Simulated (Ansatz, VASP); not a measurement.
# Ba in VASP and in Ansatz

INCAR

```
PREC = Accurate ; ENCUT = 520
EDIFF = 1E-7 ; ISMEAR = 0
SIGMA = 0.15 ; LREAL = F
LASPH = T ; NELM = 100
ALGO = Normal ; ISIF = 2
LWAVE = F ; LCHARG = F
GGA = PE ; IVDW = 12
NBANDS = 11
```

KPOINTS

```
regular mesh
0
Gamma
  14 14 8
```

Contents of POSCAR:

```
Ba
1.0
    1.9550000000     -3.6500000000      0.0000000000
    1.9550000000      3.6500000000      0.0000000000
    0.0000000000      0.0000000000      5.7000000000
Ba
1
Direct
    0.0000000000      0.0000000000      0.0000000000
```

Input for Ansatz:

```yaml
crystal:
  lattice:
    - [1.955, -3.65, 0.0]
    - [1.955, 3.65, 0.0]
    - [0.0, 0.0, 5.7]
  atoms:
    - { symbol: Ba, position: [0.0, 0.0, 0.0] }
basis:
  ecutwfc: 420
kpoints:
  mp_grid: { grid: [14, 14, 8] }
hamiltonian:
  xc: pbe
  dispersion: d3bj
scf:
  occupations: { method: gaussian, width: 0.15 }
output:
  forces: true
  stress: true
  eigenvalues: true
```

Alike in both runs: task single point; functional PBE; dispersion D3(BJ); k mesh 14 × 14 × 8; occupations gaussian, width 0.15 eV; no spin polarisation.

|  | VASP | Ansatz |
| --- | --- | --- |
| version | VASP 6.6.1 | Ansatz 0.2.0 |
| potentials or method | VASP PAW PBE potentials, release 64 (Ba_sv), cutoff 520 eV | scalar-relativistic, plane waves, PAW |
| valence electrons in the cell | 10 | 10 |

|  | VASP | Ansatz | Ansatz less VASP |
| --- | --- | --- | --- |
| gap on the k mesh at the Fermi level (eV) | none | none | - |
| pressure (GPa) | 0.2 | 0.2 | -0.04 |
| traceless stress, the component that is largest in VASP (GPa) | -2.77 | -2.71 | +0.057 |

A gap of «none» marks a metal or a gap that the smearing closes.

Neither program's run includes spin-orbit coupling.
